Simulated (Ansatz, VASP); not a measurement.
## Hf: VASP beside Ansatz

File INCAR:

```
SYSTEM = Hf
PREC = Accurate ; ENCUT = 520
EDIFF = 1E-7 ; ISMEAR = 0
SIGMA = 0.1 ; LREAL = .FALSE.
LASPH = .TRUE. ; NELM = 100
ALGO = Normal ; ISIF = 2
LWAVE = .FALSE. ; LCHARG = .FALSE.
GGA = PS ; NBANDS = 17
```

File KPOINTS:

```
regular mesh
0
G
  4 4 4
  0 0 0
```

The input POSCAR:

```
Hf
1.0
    0.0000000000      3.6699006570      3.6699006570
    3.6699006570      0.0000000000      3.6699006570
    3.6699006570      3.6699006570      0.0000000000
Hf
2
Direct
    0.5000000000      0.5000000000      0.5000000000
    0.7500000000      0.7500000000      0.7500000000
```

Input for Ansatz:

```yaml
crystal:
  lattice:
    - [0.0, 3.669900657, 3.669900657]
    - [3.669900657, 0.0, 3.669900657]
    - [3.669900657, 3.669900657, 0.0]
  atoms:
    - { symbol: Hf, position: [0.5, 0.5, 0.5] }
    - { symbol: Hf, position: [0.75, 0.75, 0.75] }
basis:
  ecutwfc: 420
kpoints:
  mp_grid: { grid: [4, 4, 4] }
hamiltonian:
  xc: pbesol
scf:
  occupations: { method: gaussian, width: 0.1 }
output:
  forces: true
  stress: true
  eigenvalues: true
```

Alike in both runs: task single point; functional PBEsol; k mesh 4 × 4 × 4; occupations gaussian, width 0.1 eV; no spin polarisation.

|  | VASP | Ansatz |
| --- | --- | --- |
| version | VASP 6.6.1 | Ansatz 0.2.0 |
| potentials or method | VASP PAW PBE potentials, release 64 (Hf_pv), cutoff 520 eV | scalar-relativistic, plane waves, PAW |
| valence electrons in the cell | 20 | 52 |

Ansatz gave:

- gap on the k mesh at the Fermi level (eV): none
- pressure (GPa): -8.3

Q: What did VASP give for the same quantities?

A: gap on the k mesh at the Fermi level (eV): none; pressure (GPa): -8.4.

VASP's potentials were made for PBE, not for PBEsol. A gap of «none» marks a metal or a gap that the smearing closes. VASP's potentials hold 20 valence electrons a cell and Ansatz's 52, so a difference there can come from the potentials and not from the codes.

The k mesh is coarse, so the values compare programs but aren't converged. Spin-orbit coupling is off throughout.
